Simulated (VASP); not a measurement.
# Al2Ru (Fddd) in VASP: notebook, part 3 of 3

VASP 6.6.1. The steps go on from the part before.

## (5) Single point, PBEsol (strain +0.015 along x and y, +0.030 along z)

INCAR reads:

```
PREC = Accurate
ENCUT = 520
EDIFF = 1E-6
ISMEAR = 0
SIGMA = 0.03
LREAL = F
LASPH = T
NELM = 100
ALGO = Fast
ISIF = 2
LWAVE = F
LCHARG = T
GGA = PS
LELF = T
LVHAR = T
NBANDS = 29
```

KPOINTS reads:

```
regular mesh
0
Gamma
  10 10 10
```

POSCAR reads:

```
Al2Ru
1.0
    0.0000000000      4.0474627612      4.5166317292
    2.3858276288      0.0000000000      4.5166317292
    2.3858276288      4.0474627612      0.0000000000
Al Ru
4 2
Direct
    0.0789481736      0.4210518264      0.0789481736
    0.4210518264      0.0789481736      0.4210518264
    0.1710518264      0.8289481736      0.1710518264
    0.8289481736      0.1710518264      0.8289481736
    0.7500000000      0.7500000000      0.7500000000
    0.5000000000      0.5000000000      0.5000000000
```

Potentials or basis: VASP PAW PBE potentials, release 64 (Al, Ru_pv).

The run is started by

```bash
cat potpaw_PBE.64/Al/POTCAR potpaw_PBE.64/Ru_pv/POTCAR > POTCAR
mpirun -np 1 vasp_std > vasp.out
```

OUTCAR:

```text
PREC = Accurate
   ENCUT = 520
   EDIFF = 1E-6
   ISMEAR = 0
   LREAL = F
   LASPH = T
   NELM = 100
   ISIF = 2
   GGA = PS

 ion  position               nearest neighbor table
   1  0.079  0.421  0.079-   6 2.63   6 2.63   3 2.66   3 2.66   5 2.66   2 2.71   2 2.71   5 2.76
                             5 2.76   2 2.77   4 3.26   4 3.26   4 3.26   4 3.26
   2  0.421  0.079  0.421-   6 2.63   6 2.63   4 2.66   4 2.66   5 2.66   1 2.71   1 2.71   5 2.76
                             5 2.76   1 2.77   3 3.26   3 3.26   3 3.26   3 3.26
   3  0.171  0.829  0.171-   5 2.63   5 2.63   1 2.66   1 2.66   6 2.66   4 2.71   4 2.71   6 2.76
                             6 2.76   4 2.77   2 3.26   2 3.26   2 3.26   2 3.26
   4  0.829  0.171  0.829-   5 2.63   5 2.63   2 2.66   2 2.66   6 2.66   3 2.71   3 2.71   6 2.76
                             6 2.76   3 2.77   1 3.26   1 3.26   1 3.26   1 3.26
   5  0.750  0.750  0.750-   4 2.63   3 2.63   4 2.63   3 2.63   1 2.66   2 2.66   2 2.76   2 2.76
                             1 2.76   1 2.76   6 3.26   6 3.26   6 3.26   6 3.26
   6  0.500  0.500  0.500-   1 2.63   2 2.63   1 2.63   2 2.63   3 2.66   4 2.66   3 2.76   3 2.76
                             4 2.76   4 2.76   5 3.26   5 3.26   5 3.26   5 3.26

  LATTYP: Found a face centered orthorhombic cell.
 ALAT       =     4.7716552576
 B/A-ratio  =     1.6964606799
 C/A-ratio  =     1.8931089885

  Lattice vectors:

[... 199 lines left out ...]
      1     -32.7513      2.00000
      2     -32.6830      2.00000
      3     -32.6674      2.00000
      4     -32.6196      2.00000
      5     -32.6155      2.00000
      6     -32.6108      2.00000
[... 757 lines left out ...]
     28      14.3799      0.00000
     29      15.4303      0.00000

 [... further k-points ...]

------------------------ aborting loop because EDIFF is reached ----------------------------------------

  FORCE on cell =-STRESS in cart. coord.  units (eV):
  Direction    XX          YY          ZZ          XY          YZ          ZX
  --------------------------------------------------------------------------------------
  -------------------------------------------------------------------------------------
  Total       -4.6351493     -4.1832412     -6.7143109      0.0000000      0.0000000      0.0000000
  in kB      -85.1349160    -76.8346094   -123.3233828      0.0000000      0.0000000      0.0000000
  external PRESSURE =     -95.0976360 kB  Pullay stress =       0.0000000 kB

 VOLUME and BASIS-vectors are now :
 -----------------------------------------------------------------------------
  energy-cutoff  :      520.00
  volume of cell :       87.23
      direct lattice vectors                 reciprocal lattice vectors
     0.000000000  4.047462761  4.516631729    -0.209570882  0.123534182  0.110701963
     2.385827629  0.000000000  4.516631729     0.209570882 -0.123534182  0.110701963
     2.385827629  4.047462761  0.000000000     0.209570882  0.123534182 -0.110701963

 POSITION                                       TOTAL-FORCE (eV/Angst)
 -----------------------------------------------------------------------------------
      1.19291      0.63908      2.25832        -0.000000     -0.035524     -0.000000
      1.19291      3.40838      2.25832        -0.000000      0.035524     -0.000000
      2.38583      1.38465      4.51663         0.000000      0.035524      0.000000
      2.38583      6.71027      4.51663         0.000000     -0.035524      0.000000
      3.57874      6.07119      6.77495        -0.000000     -0.000000     -0.000000
      2.38583      4.04746      4.51663         0.000000      0.000000      0.000000
 -----------------------------------------------------------------------------------
    total drift:                               -0.000000     -0.000000     -0.000000

  FREE ENERGIE OF THE ION-ELECTRON SYSTEM (eV)
  ---------------------------------------------------
  free  energy   TOTEN  =       -40.6642073948 eV

  energy  without entropy=      -40.6641524969  energy(sigma->0) =      -40.66417995
```

OSZICAR:

```text
N       E                     dE             d eps       ncg     rms          rms(c)
DAV:   1     0.279113046440E+03    0.27911E+03   -0.21390E+04 10902   0.130E+03
DAV:   2    -0.315946337036E+02   -0.31071E+03   -0.29936E+03 10651   0.339E+02
DAV:   3    -0.422962097312E+02   -0.10702E+02   -0.10523E+02 12144   0.586E+01
DAV:   4    -0.424363048763E+02   -0.14010E+00   -0.13994E+00 11560   0.657E+00
DAV:   5    -0.424391021330E+02   -0.27973E-02   -0.27971E-02 12549   0.983E-01    0.169E+01
RMM:   6    -0.415602846547E+02    0.87882E+00   -0.11789E+01  9936   0.193E+01    0.542E+00
RMM:   7    -0.407554844905E+02    0.80480E+00   -0.17139E+00  9928   0.813E+00    0.306E+00
RMM:   8    -0.406698049920E+02    0.85679E-01   -0.15446E-01 10663   0.219E+00    0.637E-01
RMM:   9    -0.406646899210E+02    0.51151E-02   -0.19990E-02 11190   0.752E-01    0.328E-01
RMM:  10    -0.406641747689E+02    0.51515E-03   -0.41879E-03 11592   0.434E-01    0.941E-02
RMM:  11    -0.406642109274E+02   -0.36158E-04   -0.10500E-03 11740   0.199E-01    0.762E-02
RMM:  12    -0.406642002651E+02    0.10662E-04   -0.26272E-04 12157   0.101E-01    0.242E-02
RMM:  13    -0.406642107924E+02   -0.10527E-04   -0.96914E-05 13490   0.487E-02    0.282E-02
RMM:  14    -0.406642068560E+02    0.39364E-05   -0.17382E-05 11378   0.273E-02    0.876E-03
RMM:  15    -0.406642073948E+02   -0.53878E-06   -0.70993E-06 10066   0.127E-02
   1 F= -.40664207E+02 E0= -.40664180E+02  d E =-.548979E-04
```

Run time: 20 min. Hardware: 1 thread of Oxide Virtual Turin-like, shared host; peak memory 0.46 GiB.

Results:

| Quantity | Value |
| --- | --- |
| Free energy | -40.6642 eV |
| Pressure | -9.5 GPa |
| Largest force | 0.036 eV/Å |
| Band gap on the k mesh | zero (bands 20 and 21 overlap by 0.02 eV) |

Forces in eV/Å, atoms in the order of the input:
```
Al   0.000 -0.036  0.000
Al   0.000  0.036  0.000
Al   0.000  0.036  0.000
Al   0.000 -0.036  0.000
Ru   0.000  0.000  0.000
Ru   0.000  0.000  0.000
```

Caveat: the cell differs from its parent crystal (strain +0.015 along x and y, +0.030 along z); the cell stands under tension; the PAW data sets were made with another functional, which shifts forces and pressure a little.

## (6) Single point, PBEsol (strain -0.030 along x and y, -0.030 along z)

INCAR reads:

```
  ALGO = Normal
  EDIFF = 1E-6
  ENCUT = 520
  GGA = PS
  ISIF = 2
  ISMEAR = 0
  LASPH = True
  LCHARG = True
  LELF = True
  LREAL = False
  LVHAR = True
  LWAVE = False
  NBANDS = 29
  NELM = 100
  PREC = Accurate
  SIGMA = 0.03
```

KPOINTS reads:

```
k-points
0
Gamma
  10 10 10
```

POSCAR, as its differences from that of step 5:

```diff
@@ -2,5 +2,5 @@
 1.0
-    0.0000000000      4.0474627612      4.5166317292
-    2.3858276288      0.0000000000      4.5166317292
-    2.3858276288      4.0474627612      0.0000000000
+    0.0000000000      3.8680185994      4.2535269682
+    2.2800520196      0.0000000000      4.2535269682
+    2.2800520196      3.8680185994      0.0000000000
 Al Ru
```

Potentials or basis: VASP PAW PBE potentials, release 64 (Al, Ru_pv).

The run is started by

```bash
cat potpaw_PBE.64/Al/POTCAR potpaw_PBE.64/Ru_pv/POTCAR > POTCAR
mpirun -np 1 vasp_std > vasp.out
```

It took 13 min on 1 thread of Oxide Virtual Turin-like, shared host; peak memory 0.41 GiB.

It converged, with:

| Quantity | Value |
| --- | --- |
| Free energy | -40.4058 eV |
| Pressure | 20.4 GPa |
| Largest force | 0.142 eV/Å |

Forces in eV/Å, atoms in the order of the input:
```
Al   0.000  0.142  0.000
Al   0.000 -0.142  0.000
Al   0.000 -0.142  0.000
Al   0.000  0.142  0.000
Ru   0.000  0.000  0.000
Ru   0.000  0.000  0.000
```

Stress tensor (GPa, compression positive):
```
20.77  0.00  0.00
 0.00 18.67  0.00
 0.00  0.00 21.67
```

Levels at points of the mesh, in eV from the Fermi level:
```
           k point  band 16  band 17  band 18  band 19  band 20  band 21  band 22  band 23  band 24  band 25
(0.00, 0.00, 0.00)    -3.28    -2.30    -1.47    -1.34    -0.05     1.83     2.35     2.53     2.81     2.92
(0.50, 0.00, 0.00)    -2.95    -2.55    -2.40    -1.34    -1.06     0.34     0.72     2.10     3.44     4.34
(0.50, 0.50, 0.00)    -2.59    -1.86    -1.86    -1.48    -1.48     2.38     2.38     2.70     2.70     3.73
(0.50, 0.00, 0.50)    -3.18    -2.57    -2.57    -1.71    -1.71     1.90     1.90     2.69     2.69     3.58
(0.00, 0.50, 0.50)    -3.28    -2.92    -2.92    -1.47    -1.47     0.35     0.35     4.80     4.80     5.25
```

Caveat: the cell differs from its parent crystal (strain -0.030 along x and y, -0.030 along z); the cell stands under pressure; the PAW data sets were made with another functional, which shifts forces and pressure a little.

## (7) Single point, PBEsol (strain -0.030 along x and y, -0.015 along z)

INCAR reads:

```
SYSTEM = Al2Ru
PREC = Accurate ; ENCUT = 520
EDIFF = 1E-7 ; ISMEAR = 0
SIGMA = 0.03 ; LREAL = .False.
LASPH = .True. ; NELM = 100
ALGO = Normal ; ISIF = 2
LWAVE = .False. ; LCHARG = .False.
GGA = PS ; NBANDS = 29
```

KPOINTS reads:

```
regular mesh
0
Gamma
  10 10 10
  0 0 0
```

POSCAR, as its differences from that of step 6:

```diff
@@ -2,4 +2,4 @@
 1.0
-    0.0000000000      3.8680185994      4.2535269682
-    2.2800520196      0.0000000000      4.2535269682
+    0.0000000000      3.8680185994      4.3193031585
+    2.2800520196      0.0000000000      4.3193031585
     2.2800520196      3.8680185994      0.0000000000
```

The run is started by

```bash
cat potpaw_PBE.64/Al/POTCAR potpaw_PBE.64/Ru_pv/POTCAR > POTCAR
mpirun -np 1 vasp_std > vasp.out
```

Wall time 17 min (1 thread of Oxide Virtual Turin-like, shared host); peak memory 0.41 GiB.

It converged, with:

```
Free energy   : -40.5334 eV
Pressure      : 16.3 GPa
Largest force : 0.162 eV/Å
```

Forces on the atoms (eV/Å):
```
Al   0.000  0.162  0.000
Al   0.000 -0.162  0.000
Al   0.000 -0.162  0.000
Al   0.000  0.162  0.000
Ru   0.000  0.000  0.000
Ru   0.000  0.000  0.000
```

Stress tensor (GPa, compression positive):
```
18.38  0.00  0.00
 0.00 16.75  0.00
 0.00  0.00 13.64
```

Levels at points of the mesh, in eV from the Fermi level:
| k point | band 17 | band 18 | band 19 | band 20 | band 21 | band 22 | band 23 | band 24 |
| --- | --- | --- | --- | --- | --- | --- | --- | --- |
| (0.00, 0.00, 0.00) | -2.24 | -1.51 | -1.26 | 0.00 | 1.67 | 2.37 | 2.45 | 2.82 |
| (0.50, 0.00, 0.00) | -2.53 | -2.39 | -1.35 | -1.08 | 0.30 | 0.65 | 2.06 | 3.32 |
| (0.50, 0.50, 0.00) | -1.91 | -1.91 | -1.40 | -1.40 | 2.41 | 2.41 | 2.64 | 2.64 |
| (0.50, 0.00, 0.50) | -2.58 | -2.58 | -1.72 | -1.72 | 1.80 | 1.80 | 2.46 | 2.46 |
| (0.00, 0.50, 0.50) | -2.88 | -2.88 | -1.49 | -1.49 | 0.32 | 0.32 | 4.69 | 4.69 |

Caveat: the cell differs from its parent crystal (strain -0.030 along x and y, -0.015 along z); the cell stands under pressure; the PAW data sets were made with another functional, which shifts forces and pressure a little.

## (8) The runs side by side

| cell | gap on the mesh (eV) | pressure (GPa) | largest force (eV/Å) |
| --- | --- | --- | --- |
| a = 5.871, b = 4.877, c = 4.698 Å, angles 75.6, 53.6, 50.8°, 6 atoms | 0.33 | 1.3 | 0.13 |
| a = 5.919, b = 4.934, c = 4.698 Å, angles 75.8, 53.9, 50.3°, 6 atoms | - | -1.9 | 0.11 |
| a = 6.105, b = 5.125, c = 4.768 Å, angles 76.1, 54.6, 49.3°, 6 atoms | - | -13.2 | 0.11 |
| a = 6.065, b = 5.108, c = 4.698 Å, angles 76.3, 54.9, 48.8°, 6 atoms | none | -9.5 | 0.04 |
| a = 5.749, b = 4.826, c = 4.490 Å, angles 76.1, 54.6, 49.3°, 6 atoms | - | 20.4 | 0.14 |
| a = 5.798, b = 4.884, c = 4.490 Å, angles 76.3, 54.9, 48.8°, 6 atoms | - | 16.3 | 0.16 |

Alike in all rows: task single point; level PBEsol; potentials or basis VASP PAW PBE potentials, release 64 (Al, Ru_pv); no spin polarisation; k mesh 10 × 10 × 10; cutoff (eV) 520; smearing gaussian 0.03 eV.

Caveats: the PAW data sets were made with another functional, which shifts forces and pressure a little; the cell stands under tension (at least some runs); the cell stands under pressure (at least some runs); the stress differs along the axes, from -3 to 10 GPa (at least some runs); the stress differs along the axes, from -5 to 3 GPa (at least some runs).

Absolute energies hang on the potentials; compare differences alone.
